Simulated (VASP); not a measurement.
# B (Pmmn) in VASP: further runs

The runs below take B through single point, with B3LYP, PBE0.

Everything below comes from runs of VASP 6.6.1. Logs are shortened: lines on timing, memory, paths and dates and some standing lists are left out, and cuts for length are marked.

### 1 The cell of the first run

It takes space group Pmmn (No. 59, orthorhombic). Conventional cell: a = 1.625 Å, b = 2.866 Å, c = 3.914 Å, α = 90.00°, β = 90.00°, γ = 90.00°. B (site symmetry mm2) has 6 B at 1.62 to 1.86 Å within 2.2 Å.

### 2 Single point, B3LYP

The input, POSCAR:

```
B
1.0
    1.6245600000      0.0000000000      0.0000000000
    0.0000000000      2.8661500000      0.0000000000
    0.0000000000      0.0000000000      3.9144000000
B
2
Direct
    0.0000000000      0.5000000000      0.6092600000
    0.5000000000      0.0000000000      0.3907400000
```

The input, INCAR.step1:

```
SYSTEM = B
ALGO = Normal
EDIFF = 1E-5
ENCUT = 520
GGA = PE
ISIF = 2
ISMEAR = -1
LASPH = .TRUE.
LCHARG = .FALSE.
LREAL = .FALSE.
LWAVE = .TRUE.
NBANDS = 10
NELM = 60
PREC = Accurate
SIGMA = 0.05
```

The input, INCAR.step2:

```
SYSTEM = B
AEXX = 0.2
AGGAC = 0.81
AGGAX = 0.72
ALDAC = 0.19
ALGO = Normal
EDIFF = 1E-7
ENCUT = 520
GGA = B3
ISIF = 2
ISMEAR = -1
ISTART = 1
LASPH = .TRUE.
LCHARG = .FALSE.
LHFCALC = .TRUE.
LREAL = .FALSE.
LWAVE = .FALSE.
NBANDS = 10
NELM = 60
PREC = Accurate
PRECFOCK = Normal
SIGMA = 0.05
```

The input, KPOINTS:

```
k-points
0
G
  8 5 4
  0 0 0
```

Potentials or basis: VASP PAW PBE potentials, release 64 (B).

On the command line:

```bash
cat potpaw_PBE.64/B/POTCAR > POTCAR
cp INCAR.step1 INCAR
mpirun -np 1 vasp_std > vasp.out
cp INCAR.step2 INCAR
mpirun -np 1 vasp_std > vasp.out
```

OUTCAR:

```text
SYSTEM = B
   AEXX = 0.2
   EDIFF = 1E-7
   ENCUT = 520
   GGA = B3
   ISIF = 2
   ISMEAR = -1
   ISTART = 1
   LASPH = .TRUE.
   LHFCALC = .TRUE.
   LREAL = .FALSE.
   NELM = 60
   PREC = Accurate
   PRECFOCK = Normal

 ion  position               nearest neighbor table
   1  0.000  0.500  0.609-   2 1.86   2 1.86   2 1.86   2 1.86
   2  0.500  0.000  0.391-   1 1.86   1 1.86   1 1.86   1 1.86

  LATTYP: Found a simple orthorhombic cell.
 ALAT       =     1.6245600000
 B/A-ratio  =     1.7642623233
 C/A-ratio  =     2.4095139607

  Lattice vectors:

 A1 = (   1.6245600000,   0.0000000000,   0.0000000000)
 A2 = (   0.0000000000,   2.8661500000,   0.0000000000)
 A3 = (   0.0000000000,   0.0000000000,   3.9144000000)

Analysis of symmetry for initial positions (statically):
=====================================================================
 Subroutine PRICEL returns:
 Original cell was already a primitive cell.

 Routine SETGRP: Setting up the symmetry group for a
 simple orthorhombic supercell.

 Subroutine GETGRP returns: Found  8 space group operations
 (whereof  4 operations were pure point group operations)
 out of a pool of  8 trial point group operations.

The static configuration has the point symmetry C_2v.
 The point group associated with its full space group is D_2h.

Analysis of symmetry for dynamics (positions and initial velocities):
=====================================================================
 Subroutine PRICEL returns:
 Original cell was already a primitive cell.

 Routine SETGRP: Setting up the symmetry group for a
 simple orthorhombic supercell.

 Subroutine GETGRP returns: Found  8 space group operations
 (whereof  4 operations were pure point group operations)
 out of a pool of  8 trial point group operations.

The dynamic configuration has the point symmetry C_2v.
 The point group associated with its full space group is D_2h.

 Subroutine INISYM returns: Found  8 space group operations
 (whereof  4 operations are pure point group operations),
 and found     1 'primitive' translations

----------------------------------------------------------------------------------------

                                     Primitive cell

  volume of cell :      18.2264

  direct lattice vectors                    reciprocal lattice vectors
     1.624560000  0.000000000  0.000000000     0.615551288  0.000000000  0.000000000
     0.000000000  2.866150000  0.000000000     0.000000000  0.348900092  0.000000000
     0.000000000  0.000000000  3.914400000     0.000000000  0.000000000  0.255466994

  length of vectors
     1.624560000  2.866150000  3.914400000     0.615551288  0.348900092  0.255466994

  position of ions in fractional coordinates (direct lattice)
     0.000000000  0.500000000  0.609260000
     0.500000000  0.000000000  0.390740000

  ion indices of the primitive-cell ions
   primitive index   ion index
                 1           1
                 2           2

----------------------------------------------------------------------------------------

 KPOINTS: k-points

Automatic generation of k-mesh.
 Grid dimensions read from file:
 generate k-points for:    8    5    4

 Generating k-lattice:

  Cartesian coordinates                     Fractional coordinates (reciprocal lattice)
     0.076943911  0.000000000  0.000000000     0.125000000  0.000000000  0.000000000
     0.000000000  0.069780018  0.000000000     0.000000000  0.200000000  0.000000000
     0.000000000  0.000000000  0.063866748     0.000000000  0.000000000  0.250000000

  Length of vectors
     0.076943911  0.069780018  0.063866748

  Shift w.r.t. Gamma in fractional coordinates (k-lattice)
     0.000000000  0.000000000  0.000000000

 Subroutine IBZKPT returns following result:
 ===========================================

 Found     45 irreducible k-points:

 Following reciprocal coordinates:
            Coordinates               Weight
  0.000000  0.000000  0.000000      1.000000
  0.125000  0.000000  0.000000      2.000000
  0.250000  0.000000  0.000000      2.000000
  0.375000  0.000000  0.000000      2.000000
  0.500000  0.000000  0.000000      1.000000
  0.000000  0.200000  0.000000      2.000000
[... 16 lines left out ...]
  0.250000  0.200000  0.250000      8.000000
  0.375000  0.200000  0.250000      8.000000
 [... further k-points ...]
   k-points           NKPTS =     45   k-points in BZ     NKDIM =    160   number of bands    NBANDS=     10
   number of dos      NEDOS =    301   number of ions     NIONS =      2
   total plane-waves  NPLWV =   8640
   dimension x,y,z NGX =    12 NGY =   24 NGZ =   30
   dimension x,y,z NGXF=    24 NGYF=   48 NGZF=   60
   ions per type =               2
   NGX,Y,Z   is equivalent  to a cutoff of  12.28, 13.92, 12.74 a.u.
   NGXF,Y,Z  is equivalent  to a cutoff of  24.56, 27.84, 25.48 a.u.
 SYSTEM =  B
   PREC   = accura    normal or accurate (medium, high low for compatibility)
   ISTART =      1    job   : 0-new  1-cont  2-samecut
   ICHARG =      0    charge: 1-file 2-atom 10-const
   ISPIN  =      1    spin polarized calculation?
   LNONCOLLINEAR =      F non collinear calculations
   LSORBIT =      F    spin-orbit coupling
   LASPH  =      T    aspherical Exc in radial PAW
   ENCUT  =  520.0 eV  38.22 Ry    6.18 a.u.   3.02  5.33  7.28*2*pi/ulx,y,z
   NELM   =     60;   NELMIN=  2; NELMDL=  0     # of ELM steps
   EDIFF  = 0.1E-06   stopping-criterion for ELM
   LREAL  =      F    real-space projection
   EDIFFG = 0.1E-05   stopping-criterion for IOM
   NSW    =      0    number of steps for IOM
   IBRION =     -1    ionic relax: 0-MD 1-quasi-New 2-CG
   NFREE  =      0    steps in history (QN), initial steepest desc. (CG)
   ISIF   =      2    stress and relaxation
   ISYM   =      3    0-nonsym 1-usesym 2-fastsym
   POTIM  = 0.5000    time-step for ionic-motion
   TEBEG  =    0.0;   TEEND  =   0.0 temperature during run
   PSTRESS=    0.0 pullay stress
   NELECT =       6.0000    total number of electrons
   NUPDOWN=      -1.0000    fix difference up-down
   EMIN   =  10.00;   EMAX   =-10.00  energy-range for DOS
   EFERMI =   0.00;   METHOD = LEGACY
   ISMEAR =    -1;   SIGMA  =   0.05  broadening in eV -4-tet -1-fermi 0-gaus
   EFERMI_NEDOS =   21; number of points for ismear=-14 and -15
   IALGO  =     38    algorithm
   IMIX   =      1    mixing-type and parameters
     AMIX     =   0.40;   BMIX     =  1.00
     AMIX_MAG =   1.60;   BMIX_MAG =  1.00
  volume/ion in A,a.u.               =       9.11        61.50
  Fermi-wavevector in a.u.,A,eV,Ry     =   1.130382  2.136113 17.385032  1.277764
  Thomas-Fermi vector in A             =   2.267078
   LORBIT       =      0    0 simple, 1 ext, 2 COOP (PROOUT), +10 PAW based schemes
   GGA     = B3    functional components
   LHFCALC =     T    Hartree Fock is set to
   PRECFOCK=normal    Normal, Fast or Accurate (Low or Medium for compatibility)
   ENCUT4O =  -1.0   cutoff for four orbital integrals eV
   NKREDX  =     1    reduce k-point grid by
   NKREDY  =     1    reduce k-point grid by
   NKREDZ  =     1    reduce k-point grid by
   AEXX    =    0.2000 exact exchange contribution
   HFSCREEN=    0.0000 screening length (either q_TF or 0.3 A-1)
   HFSCREENC=   0.0000 screening length for correlation (either q_TF or 0.3 A-1)
   ENCUTFOCK=  -1.0 apply spherical cutoff to Coloumb kernel
   IVDW    =     0    specifies the selected vdW correction
   LEPSILON=     F    determine dielectric tensor
   LRPA    =     F    only Hartree local field effects (RPA)
 non-spin polarized calculation
  energy-cutoff  :      520.00
  volume of cell :       18.23
 maximum number of plane-waves:       504
  NGX = 10; NGY = 18; NGZ = 24

 number of electron       6.0000000 magnetization

 Free energy of the ion-electron system (eV)
  ---------------------------------------------------
  ext. energy  EPLUGINS =         0.00000000
  ---------------------------------------------------
  free energy    TOTEN  =       -13.05216460 eV

  energy without entropy =      -13.04874244  energy(sigma->0) =      -13.05045352

 E-fermi :   5.0061     XC(G=0):  -8.1617

 val. band max:        4.6006043899   @ k =   0.3750   0.2000   0.5000
 cond. band min:       5.0324619679   @ k =   0.2500   0.4000   0.2500
 fundamental gap:      0.4318575779
 Fermi energy:         5.0061154793

 k-point     1 :       0.0000    0.0000    0.0000
  band No.  band energies     occupation
      1     -13.5040      2.00000
      2      -2.4261      2.00000
      3      -1.7660      2.00000
      4       1.5498      2.00000
      5       8.3178      0.00000
      6      13.8974      0.00000
      7      17.1028      0.00000
      8      22.0579      0.00000
      9      24.0067      0.00000
     10      28.0872      0.00000

 k-point     2 :       0.1250    0.0000    0.0000
  band No.  band energies     occupation
      1     -12.8263      2.00000
      2      -1.7164      2.00000
      3      -0.8279      2.00000
      4       2.6223      2.00000
      5       8.4497      0.00000
      6      14.6691      0.00000
      7      17.4697      0.00000
      8      22.0531      0.00000
      9      24.5075      0.00000
     10      24.9095      0.00000

 k-point     3 :       0.2500    0.0000    0.0000
  band No.  band energies     occupation
      1     -10.8312      2.00000
      2      -0.0946      2.00000
      3       2.0292      2.00000
      4       6.0738      0.00000
      5       8.5350      0.00000
      6      16.7050      0.00000
      7      17.9627      0.00000
      8      18.1226      0.00000
      9      25.0761      0.00000
     10      25.1508      0.00000
[... 248 lines left out ...]
 k-point    23 :       0.2500    0.2000    0.2500
  band No.  band energies     occupation
      1     -10.1379      2.00000
      2      -1.8765      2.00000
      3       0.3413      2.00000
      4       7.5153      0.00000
      5      11.6014      0.00000
      6      14.1457      0.00000
      7      18.7279      0.00000
      8      20.3020      0.00000
      9      22.1715      0.00000
     10      23.7173      0.00000

 k-point    24 :       0.3750    0.2000    0.2500
  band No.  band energies     occupation
      1      -7.0392      2.00000
      2      -0.9684      2.00000
      3       5.4802      0.00015
      4       9.9963      0.00000
      5      11.9096      0.00000
      6      15.0693      0.00000
      7      17.0659      0.00000
      8      17.8339      0.00000
      9      22.0605      0.00000
     10      25.0554      0.00000

 [... further k-points ...]
[... 5 lines left out ...]
  --------------------------------------------------------------------------------------
  -------------------------------------------------------------------------------------
  Total       -1.7024822      0.8340787      0.7121697      0.0000000      0.0000000      0.0000000
  in kB     -149.6557046     73.3192039     62.6028602      0.0000000      0.0000000      0.0000000
  external PRESSURE =      -4.5778802 kB  Pullay stress =       0.0000000 kB

 VOLUME and BASIS-vectors are now :
 -----------------------------------------------------------------------------
  energy-cutoff  :      520.00
  volume of cell :       18.23
      direct lattice vectors                 reciprocal lattice vectors
     1.624560000  0.000000000  0.000000000     0.615551288  0.000000000  0.000000000
     0.000000000  2.866150000  0.000000000     0.000000000  0.348900092  0.000000000
     0.000000000  0.000000000  3.914400000     0.000000000  0.000000000  0.255466994

 POSITION                                       TOTAL-FORCE (eV/Angst)
 -----------------------------------------------------------------------------------
      0.00000      1.43308      2.38489         0.000000      0.000000      0.331658
      0.81228      0.00000      1.52951         0.000000      0.000000     -0.331658
 -----------------------------------------------------------------------------------
    total drift:                               -0.000000     -0.000000      0.000000

  FREE ENERGIE OF THE ION-ELECTRON SYSTEM (eV)
  ---------------------------------------------------
  free  energy   TOTEN  =       -13.0521645996 eV

  energy  without entropy=      -13.0487424438  energy(sigma->0) =      -13.05045352
```

Run time: 6.1 min. Hardware: 1 thread of AMD EPYC 7R43 (Zen 3), shared host; peak memory 0.09 GiB.

Results:

```
Free energy            : -13.0522 eV
Pressure               : -0.5 GPa
Largest force          : 0.332 eV/Å
Band gap on the k mesh : zero (band 3 reaches 12.16 eV, above the bottom of band 4 at 0.73 eV)
```

Forces on the atoms (eV/Å):
```
B    0.000  0.000  0.332
B    0.000  0.000 -0.332
```

Levels at points of the mesh, in eV from the Fermi level:
| k point | band 1 | band 2 | band 3 | band 4 | band 5 | band 6 | band 7 |
| --- | --- | --- | --- | --- | --- | --- | --- |
| (0.00, 0.00, 0.00) | -18.51 | -7.43 | -6.77 | -3.46 | 3.31 | 8.89 | 12.10 |
| (0.50, 0.00, 0.00) | -8.68 | -8.68 | 7.16 | 7.16 | 8.01 | 8.01 | 11.48 |
| (0.00, 0.00, 0.50) | -18.25 | -9.83 | -6.67 | 1.27 | 3.49 | 7.72 | 10.76 |
| (0.50, 0.00, 0.50) | -8.61 | -8.61 | 6.00 | 6.00 | 8.06 | 8.06 | 11.66 |

Caveat: the k points lie up to 0.48 Å⁻¹ apart; the PAW data sets were made with another functional, which shifts forces and pressure a little; this functional lacks dispersion, which binds the layers, so the pressure and a relaxed spacing across them are unreliable.

(Continued in part 2 of 2.)
